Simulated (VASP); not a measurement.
A run of VASP 6.6.1 is set up as follows.

POSCAR

```
Ga
1.0
    0.0000000000      2.8858998766      2.8858998766
    2.8858998766      0.0000000000      2.8858998766
    2.8858998766      2.8858998766      0.0000000000
Ga
2
Direct
    0.0000000000      0.0000000000      0.0000000000
    0.2500000000      0.2500000000      0.2500000000
```

The input INCAR.step1:

```
PREC = Accurate
ENCUT = 520
ISMEAR = 0
SIGMA = 0.1
LREAL = False
LASPH = True
NELM = 100
NBANDS = 20
GGA = PE
ALGO = Normal
EDIFF = 1E-4
LWAVE = True
LCHARG = False
```

The input INCAR.step2:

```
PREC = Accurate
ENCUT = 520
EDIFF = 1E-6
ISMEAR = 0
SIGMA = 0.1
LREAL = False
LASPH = True
NELM = 100
ALGO = Normal
ISIF = 2
LWAVE = False
LCHARG = False
METAGGA = R2SCAN
LMIXTAU = True
NBANDS = 20
ISTART = 1
```

KPOINTS

```
Automatic mesh
0
Gamma
  16 16 16
```

Potentials or basis: VASP PAW PBE potentials, release 64 (Ga_d).

Run with:

```console
$ cat potpaw_PBE.64/Ga_d/POTCAR > POTCAR
$ cp INCAR.step1 INCAR
$ mpirun -np 1 vasp_std > vasp.out
$ cp INCAR.step2 INCAR
$ mpirun -np 1 vasp_std > vasp.out
```

What does it give for the band gap on the k mesh?

Zero (band 13 reaches 5.75 eV, above the bottom of band 14 at 1.14 eV).

Predict the pressure.

0.1 GPa.

Caveat: the PAW data sets were made with another functional, which shifts forces and pressure a little.
